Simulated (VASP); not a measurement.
# Ta (Fd-3m) in VASP: further runs

The runs below take Ta through single point, with r2SCAN.

Everything below comes from runs of VASP 6.6.1. Logs are shortened: lines on timing, memory, paths and dates and some standing lists are left out, and cuts for length are marked.

## Step 1: The cell of the first run

Symmetry: Fd-3m, No. 227, cubic system. Conventional cell: a = 6.060 Å, b = 6.060 Å, c = 6.060 Å, α = 90.00°, β = 90.00°, γ = 90.00°. Ta (site symmetry -43m) has 4 Ta at 2.62 Å within 3.5 Å.

## Step 2: Single point, r2SCAN

Input file POSCAR:

```
Ta
1.0
    0.0000000000      3.0298054557      3.0298054557
    3.0298054557      0.0000000000      3.0298054557
    3.0298054557      3.0298054557      0.0000000000
Ta
2
Direct
    0.1250000000      0.1250000000      0.1250000000
    0.8750000000      0.8750000000      0.8750000000
```

Input file INCAR.step1:

```
SYSTEM = Ta
PREC = Accurate
ENCUT = 520
ISMEAR = -1
SIGMA = 0.1
LREAL = .False.
LASPH = .True.
NELM = 60
NBANDS = 18
GGA = PE
ALGO = Normal
EDIFF = 1E-4
LWAVE = .True.
LCHARG = .False.
```

Input file INCAR.step2:

```
SYSTEM = Ta
PREC = Accurate
ENCUT = 520
EDIFF = 1E-6
ISMEAR = -1
SIGMA = 0.1
LREAL = .False.
LASPH = .True.
NELM = 60
ALGO = Normal
ISIF = 2
LWAVE = .False.
LCHARG = .False.
METAGGA = R2SCAN
LMIXTAU = .True.
NBANDS = 18
ISTART = 1
```

Input file KPOINTS:

```
regular mesh
0
Gamma
  9 9 9
  0 0 0
```

Potentials or basis: VASP PAW PBE potentials, release 64 (Ta_pv).

The run is started by

```
$ cat potpaw_PBE.64/Ta_pv/POTCAR > POTCAR
$ cp INCAR.step1 INCAR
$ mpirun -np 1 vasp_std > vasp.out
$ cp INCAR.step2 INCAR
$ mpirun -np 1 vasp_std > vasp.out
```

OUTCAR:

```text
SYSTEM = Ta
   PREC = Accurate
   ENCUT = 520
   EDIFF = 1E-6
   ISMEAR = -1
   LREAL = .False.
   LASPH = .True.
   NELM = 60
   ISIF = 2
   METAGGA = R2SCAN
   ISTART = 1

 ion  position               nearest neighbor table
   1  0.125  0.125  0.125-   2 2.62   2 2.62   2 2.62   2 2.62
   2  0.875  0.875  0.875-   1 2.62   1 2.62   1 2.62   1 2.62

  LATTYP: Found a face centered cubic cell.
 ALAT       =     6.0596109114

  Lattice vectors:

 A1 = (   0.0000000000,   3.0298054557,   3.0298054557)
 A2 = (   3.0298054557,   0.0000000000,   3.0298054557)
 A3 = (   3.0298054557,   3.0298054557,   0.0000000000)

Analysis of symmetry for initial positions (statically):
=====================================================================
 Subroutine PRICEL returns:
 Original cell was already a primitive cell.

 Routine SETGRP: Setting up the symmetry group for a
 face centered cubic supercell.

 Subroutine GETGRP returns: Found 48 space group operations
 (whereof 12 operations were pure point group operations)
 out of a pool of 48 trial point group operations.

The static configuration has the point symmetry D_3d.
 The point group associated with its full space group is O_h .

Analysis of symmetry for dynamics (positions and initial velocities):
=====================================================================
 Subroutine PRICEL returns:
 Original cell was already a primitive cell.

 Routine SETGRP: Setting up the symmetry group for a
 face centered cubic supercell.

 Subroutine GETGRP returns: Found 48 space group operations
 (whereof 12 operations were pure point group operations)
 out of a pool of 48 trial point group operations.

The dynamic configuration has the point symmetry D_3d.
 The point group associated with its full space group is O_h .

 Subroutine INISYM returns: Found 48 space group operations
 (whereof 12 operations are pure point group operations),
 and found     1 'primitive' translations

----------------------------------------------------------------------------------------

                                     Primitive cell

  volume of cell :      55.6255

  direct lattice vectors                    reciprocal lattice vectors
     0.000000000  3.029805456  3.029805456    -0.165027097  0.165027097  0.165027097
     3.029805456  0.000000000  3.029805456     0.165027097 -0.165027097  0.165027097
     3.029805456  3.029805456  0.000000000     0.165027097  0.165027097 -0.165027097

  length of vectors
     4.284791967  4.284791967  4.284791967     0.285835317  0.285835317  0.285835317

  position of ions in fractional coordinates (direct lattice)
     0.125000000  0.125000000  0.125000000
     0.875000000  0.875000000  0.875000000

  ion indices of the primitive-cell ions
   primitive index   ion index
                 1           1
                 2           2

----------------------------------------------------------------------------------------

 KPOINTS: regular mesh

Automatic generation of k-mesh.
 Grid dimensions read from file:
 generate k-points for:    9    9    9

 Generating k-lattice:

  Cartesian coordinates                     Fractional coordinates (reciprocal lattice)
    -0.018336344  0.018336344  0.018336344     0.111111111  0.000000000  0.000000000
     0.018336344 -0.018336344  0.018336344     0.000000000  0.111111111  0.000000000
     0.018336344  0.018336344 -0.018336344     0.000000000  0.000000000  0.111111111

  Length of vectors
     0.031759480  0.031759480  0.031759480

  Shift w.r.t. Gamma in fractional coordinates (k-lattice)
     0.000000000  0.000000000  0.000000000

 Subroutine IBZKPT returns following result:
 ===========================================

 Found     35 irreducible k-points:

 Following reciprocal coordinates:
            Coordinates               Weight
  0.000000  0.000000  0.000000      1.000000
  0.111111  0.000000  0.000000      8.000000
  0.222222  0.000000  0.000000      8.000000
  0.333333  0.000000  0.000000      8.000000
  0.444444  0.000000  0.000000      8.000000
  0.111111  0.111111  0.000000      6.000000
[... 16 lines left out ...]
 -0.333333  0.333333  0.000000     12.000000
  0.444444  0.444444  0.000000      6.000000
 [... further k-points ...]
   k-points           NKPTS =     35   k-points in BZ     NKDIM =     35   number of bands    NBANDS=     18
   number of dos      NEDOS =    301   number of ions     NIONS =      2
   total plane-waves  NPLWV =  32768
   dimension x,y,z NGX =    32 NGY =   32 NGZ =   32
   dimension x,y,z NGXF=    64 NGYF=   64 NGZF=   64
   ions per type =               2
   NGX,Y,Z   is equivalent  to a cutoff of  12.42, 12.42, 12.42 a.u.
   NGXF,Y,Z  is equivalent  to a cutoff of  24.83, 24.83, 24.83 a.u.
 SYSTEM =  Ta
   PREC   = accura    normal or accurate (medium, high low for compatibility)
   ISTART =      1    job   : 0-new  1-cont  2-samecut
   ICHARG =      0    charge: 1-file 2-atom 10-const
   ISPIN  =      1    spin polarized calculation?
   LNONCOLLINEAR =      F non collinear calculations
   LSORBIT =      F    spin-orbit coupling
   LASPH  =      T    aspherical Exc in radial PAW
   ENCUT  =  520.0 eV  38.22 Ry    6.18 a.u.   7.97  7.97  7.97*2*pi/ulx,y,z
   NELM   =     60;   NELMIN=  2; NELMDL=  0     # of ELM steps
   EDIFF  = 0.1E-05   stopping-criterion for ELM
   LREAL  =      F    real-space projection
   EDIFFG = 0.1E-04   stopping-criterion for IOM
   NSW    =      0    number of steps for IOM
   IBRION =     -1    ionic relax: 0-MD 1-quasi-New 2-CG
   NFREE  =      0    steps in history (QN), initial steepest desc. (CG)
   ISIF   =      2    stress and relaxation
   ISYM   =      2    0-nonsym 1-usesym 2-fastsym
   POTIM  = 0.5000    time-step for ionic-motion
   TEBEG  =    0.0;   TEEND  =   0.0 temperature during run
   PSTRESS=    0.0 pullay stress
   NELECT =      22.0000    total number of electrons
   NUPDOWN=      -1.0000    fix difference up-down
   EMIN   =  10.00;   EMAX   =-10.00  energy-range for DOS
   EFERMI =   0.00;   METHOD = LEGACY
   ISMEAR =    -1;   SIGMA  =   0.10  broadening in eV -4-tet -1-fermi 0-gaus
   EFERMI_NEDOS =   21; number of points for ismear=-14 and -15
   IALGO  =     38    algorithm
   IMIX   =      4    mixing-type and parameters
     AMIX     =   0.40;   BMIX     =  1.00
     AMIX_MAG =   1.60;   BMIX_MAG =  1.00
  volume/ion in A,a.u.               =      27.81       187.69
  Fermi-wavevector in a.u.,A,eV,Ry     =   1.201686  2.270857 19.647481  1.444049
  Thomas-Fermi vector in A             =   2.337488
   LORBIT       =      0    0 simple, 1 ext, 2 COOP (PROOUT), +10 PAW based schemes
   METAGGA = R2SCAN    functional components
   LHFCALC =     F    Hartree Fock is set to
   AEXX    =    0.0000 exact exchange contribution
   IVDW    =     0    specifies the selected vdW correction
   LEPSILON=     F    determine dielectric tensor
   LRPA    =     F    only Hartree local field effects (RPA)
 non-spin polarized calculation
  energy-cutoff  :      520.00
  volume of cell :       55.63
 maximum number of plane-waves:      1516
   NGX = 15   NGY = 15   NGZ = 15

 number of electron      22.0000000 magnetization

 Free energy of the ion-electron system (eV)
  ---------------------------------------------------
  ext. energy  EPLUGINS =         0.00000000
  ---------------------------------------------------
  free energy    TOTEN  =       -91.01355527 eV

  energy without entropy =      -90.89176068  energy(sigma->0) =      -90.95265798

 E-fermi :   2.0347     XC(G=0): -10.8206

 val. band max:        2.0098246028   @ k =  -0.4444   0.4444   0.1111
 cond. band min:       2.0380581986   @ k =  -0.4444   0.3333   0.1111
 fundamental gap:      0.0282335957
 Fermi energy:         2.0346867485

 k-point     1 :       0.0000    0.0000    0.0000
  band No.  band energies     occupation
      1     -33.2680      2.00000
      2     -33.2680      2.00000
      3     -33.2680      2.00000
      4     -32.3698      2.00000
      5     -32.3698      2.00000
      6     -32.3698      2.00000
[... 10 lines left out ...]
     17       8.3482      0.00000
     18      12.8274      0.00000

 k-point     2 :       0.1111    0.0000    0.0000
  band No.  band energies     occupation
      1     -33.2806      2.00000
      2     -33.2806      2.00000
      3     -33.2664      2.00000
      4     -32.3735      2.00000
      5     -32.3563      2.00000
      6     -32.3563      2.00000
[... 10 lines left out ...]
     17       8.2950      0.00000
     18      12.4312      0.00000

 k-point     3 :       0.2222    0.0000    0.0000
  band No.  band energies     occupation
      1     -33.3111      2.00000
      2     -33.3111      2.00000
      3     -33.2627      2.00000
      4     -32.3824      2.00000
      5     -32.3237      2.00000
      6     -32.3237      2.00000
[... 10 lines left out ...]
     17       8.1094      0.00000
     18      11.2521      0.00000

 k-point     4 :       0.3333    0.0000    0.0000
  band No.  band energies     occupation
      1     -33.3434      2.00000
      2     -33.3434      2.00000
      3     -33.2592      2.00000
      4     -32.3916      2.00000
      5     -32.2889      2.00000
      6     -32.2889      2.00000
[... 375 lines left out ...]
      4     -32.7075      2.00000
      5     -32.1872      2.00000
      6     -32.1523      2.00000
[... 10 lines left out ...]
     17       7.2967      0.00000
     18       7.9421      0.00000

 k-point    23 :      -0.3333    0.3333    0.0000
  band No.  band energies     occupation
      1     -33.4833      2.00000
      2     -33.4154      2.00000
      3     -33.0049      2.00000
      4     -32.6521      2.00000
      5     -32.2112      2.00000
      6     -32.1492      2.00000
[... 10 lines left out ...]
     17       7.9138      0.00000
     18       8.1326      0.00000

 k-point    24 :       0.4444    0.4444    0.0000
  band No.  band energies     occupation
      1     -33.4597      2.00000
      2     -33.4597      2.00000
      3     -32.9121      2.00000
      4     -32.7576      2.00000
      5     -32.1635      2.00000
      6     -32.1635      2.00000
[... 10 lines left out ...]
     17       7.9946      0.00000
     18       7.9946      0.00000

 [... further k-points ...]
[... 5 lines left out ...]
  --------------------------------------------------------------------------------------
  -------------------------------------------------------------------------------------
  Total        0.1182922      0.1182922      0.1182922     -0.0000000      0.0000000      0.0000000
  in kB        3.4071591      3.4071591      3.4071591     -0.0000000      0.0000000      0.0000000
  external PRESSURE =       3.4071591 kB  Pullay stress =       0.0000000 kB

 VOLUME and BASIS-vectors are now :
 -----------------------------------------------------------------------------
  energy-cutoff  :      520.00
  volume of cell :       55.63
      direct lattice vectors                 reciprocal lattice vectors
     0.000000000  3.029805456  3.029805456    -0.165027097  0.165027097  0.165027097
     3.029805456  0.000000000  3.029805456     0.165027097 -0.165027097  0.165027097
     3.029805456  3.029805456  0.000000000     0.165027097  0.165027097 -0.165027097

 POSITION                                       TOTAL-FORCE (eV/Angst)
 -----------------------------------------------------------------------------------
      0.75745      0.75745      0.75745         0.000000      0.000000      0.000000
      5.30216      5.30216      5.30216        -0.000000     -0.000000     -0.000000
 -----------------------------------------------------------------------------------
    total drift:                                0.000000      0.000000     -0.000000

  FREE ENERGIE OF THE ION-ELECTRON SYSTEM (eV)
  ---------------------------------------------------
  free  energy   TOTEN  =       -91.0135552734 eV

  energy  without entropy=      -90.8917606810  energy(sigma->0) =      -90.95265798
```

It took 65 s on 1 thread of Intel Xeon 6975P-C, shared host; peak memory 0.19 GiB.

What came out:

- Free energy: -91.0136 eV
- Pressure: 0.3 GPa
- Band gap on the k mesh: zero (band 11 reaches 2.45 eV, above the bottom of band 12 at 1.67 eV)

Caveat: the PAW data sets were made with another functional, which shifts forces and pressure a little; spin-orbit coupling is left out, which moves the levels of the heavy elements.

## Step 3: Single point, r2SCAN (volume scaled by 0.88)

Input file POSCAR:

```
Ta
1.0
    0.0000000000      2.9034140047      2.9034140047
    2.9034140047      0.0000000000      2.9034140047
    2.9034140047      2.9034140047      0.0000000000
Ta
2
Direct
    0.1250000000      0.1250000000      0.1250000000
    0.8750000000      0.8750000000      0.8750000000
```

Input file INCAR.step1:

```
  PREC = Accurate
  ENCUT = 520
  ISMEAR = -1
  SIGMA = 0.1
  LREAL = False
  LASPH = True
  NELM = 100
  NBANDS = 18
  GGA = PE
  ALGO = Normal
  EDIFF = 1E-4
  LWAVE = True
  LCHARG = False
```

Input file INCAR.step2:

```
  PREC = Accurate
  ENCUT = 520
  EDIFF = 1E-6
  ISMEAR = -1
  SIGMA = 0.1
  LREAL = False
  LASPH = True
  NELM = 100
  ALGO = Normal
  ISIF = 2
  LWAVE = False
  LCHARG = False
  METAGGA = R2SCAN
  LMIXTAU = True
  NBANDS = 18
  ISTART = 1
```

Input file KPOINTS:

```
Automatic mesh
0
Gamma
  10 10 10
```

Potentials or basis: VASP PAW PBE potentials, release 64 (Ta_pv).

The run is started by

```
$ cat potpaw_PBE.64/Ta_pv/POTCAR > POTCAR
$ cp INCAR.step1 INCAR
$ mpirun -np 1 vasp_std > vasp.out
$ cp INCAR.step2 INCAR
$ mpirun -np 1 vasp_std > vasp.out
```

Run time: 76 s. Hardware: 1 thread of Intel Xeon 6975P-C, shared host; peak memory 0.2 GiB.

It converged, with:

- Free energy: -90.7883 eV
- Pressure: 11.4 GPa
- Band gap on the k mesh: zero (band 11 reaches 3.31 eV, above the bottom of band 12 at 2.29 eV)

Levels at points of the mesh, in eV from the Fermi level:
```csv
k point,band 8,band 9,band 10,band 11,band 12,band 13,band 14,band 15
"(0.00, 0.00, 0.00)",-1.39,-1.39,-0.39,-0.39,-0.39,2.40,2.40,2.40
"(0.50, 0.00, 0.00)",-1.67,-1.24,-1.24,-0.54,-0.54,0.17,3.88,3.88
"(0.50, 0.50, 0.00)",-2.59,-0.72,-0.72,-0.43,-0.43,2.04,2.04,5.10
```

Caveat: the PAW data sets were made with another functional, which shifts forces and pressure a little; spin-orbit coupling is left out, which moves the levels of the heavy elements.

## Step 4: Single point, r2SCAN (volume scaled by 0.92)

Input file POSCAR:

```
Ta
1.0
    0.0000000000      2.9467549319      2.9467549319
    2.9467549319      0.0000000000      2.9467549319
    2.9467549319      2.9467549319      0.0000000000
Ta
2
Direct
    0.1250000000      0.1250000000      0.1250000000
    0.8750000000      0.8750000000      0.8750000000
```

Input file INCAR.step1:

```
PREC = Accurate
ENCUT = 520
ISMEAR = -1
SIGMA = 0.1
LREAL = False
LASPH = True
NELM = 100
NBANDS = 18
GGA = PE
ALGO = Normal
EDIFF = 1E-4
LWAVE = True
LCHARG = False
```

Input file INCAR.step2:

```
PREC = Accurate
ENCUT = 520
EDIFF = 1E-7
ISMEAR = -1
SIGMA = 0.1
LREAL = False
LASPH = True
NELM = 100
ALGO = Normal
ISIF = 2
LWAVE = False
LCHARG = False
METAGGA = R2SCAN
LMIXTAU = True
NBANDS = 18
ISTART = 1
```

Input file KPOINTS:

```
regular mesh
0
Gamma
  10 10 10
```

The run is started by

```
$ cat potpaw_PBE.64/Ta_pv/POTCAR > POTCAR
$ cp INCAR.step1 INCAR
$ mpirun -np 1 vasp_std > vasp.out
$ cp INCAR.step2 INCAR
$ mpirun -np 1 vasp_std > vasp.out
```

Run time: 98 s. Hardware: 1 thread of Intel Xeon 6975P-C, shared host; peak memory 0.2 GiB.

The run converged. Its results:

```yaml
Free_energy: -90.9158 eV
Pressure: 7.1 GPa
Band_gap_on_the_k_mesh: zero (band 11 reaches 3.03 eV, above the bottom of band 12 at 2.06 eV)
```

Levels at points of the mesh, in eV from the Fermi level:
```
           k point  band 9  band 10  band 11  band 12  band 13  band 14
(0.00, 0.00, 0.00)   -1.23    -0.38    -0.38    -0.38     2.32     2.32
(0.50, 0.00, 0.00)   -1.09    -1.09    -0.48    -0.48     0.05     3.71
(0.50, 0.50, 0.00)   -0.85    -0.85    -0.37    -0.37     2.04     2.04
```

Caveat: the PAW data sets were made with another functional, which shifts forces and pressure a little; spin-orbit coupling is left out, which moves the levels of the heavy elements.

## Step 5: The runs side by side

| cell | k mesh | gap on the mesh (eV) | pressure (GPa) |
| --- | --- | --- | --- |
| a = 4.285 Å, angles 60.0°, 2 atoms | 9 × 9 × 9 | none | 0.3 |
| a = 4.106 Å, angles 60.0°, 2 atoms | 10 × 10 × 10 | none | 11.4 |
| a = 4.167 Å, angles 60.0°, 2 atoms | 10 × 10 × 10 | none | 7.1 |

Alike in all rows: task single point; level r2SCAN; potentials or basis VASP PAW PBE potentials, release 64 (Ta_pv); no spin polarisation; cutoff (eV) 520; smearing fermi-dirac 0.1 eV.

Caveats: the PAW data sets were made with another functional, which shifts forces and pressure a little; spin-orbit coupling is left out, which moves the levels of the heavy elements.

Absolute energies hang on the potentials; compare differences alone.
